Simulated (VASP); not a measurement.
# GaP: single point with PBEsol

Crystal: GaP.

```
Ga P
1.0
     0.00000    2.69886    2.69886
     2.69886    0.00000    2.69886
     2.69886    2.69886    0.00000
Ga P
1 1
Cartesian
  0.0000 0.0000 0.0000
  4.0483 4.0483 4.0483
```

```yaml
Program: VASP 6.6.1
Task: single point
Functional: PBEsol
Potentials_or_basis: VASP PAW PBE potentials, release 64 (Ga_d, P)
Cutoff: 520 eV
k_mesh: 8 × 8 × 8
Occupations: gaussian, width 0.01 eV
Spin: no spin polarisation
Dipole_correction: no
Further_INCAR_settings: ALGO = Normal; EDIFF = 1e-06; NBANDS = 16
```

```json
{
 "Pressure": "1.9 GPa",
 "Band gap on the k mesh": "1.45 eV (least direct gap 1.99 eV)"
}
```

Levels at points of the mesh, in eV from the valence-band top:
```
           k point  band 5  band 6  band 7  band 8  band 9  band 10  band 11  band 12  band 13  band 14
(0.00, 0.00, 0.00)  -14.48  -12.75    0.00    0.00    0.00     1.99     3.82     3.82     3.82     8.69
(0.50, 0.00, 0.00)  -14.48  -10.56   -6.87   -1.17   -1.17     1.67     4.64     4.64     8.14    10.95
(0.50, 0.50, 0.00)  -14.46   -9.61   -6.95   -2.82   -2.82     1.45     1.68    10.77    10.77    11.35
```

It took 31 s on 1 thread of Intel Xeon 8259CL, with other jobs on the host, peak memory 0.16 GiB.

Caveat: the PAW data sets were made with another functional, which shifts forces and pressure a little. A k mesh can miss the band edges.
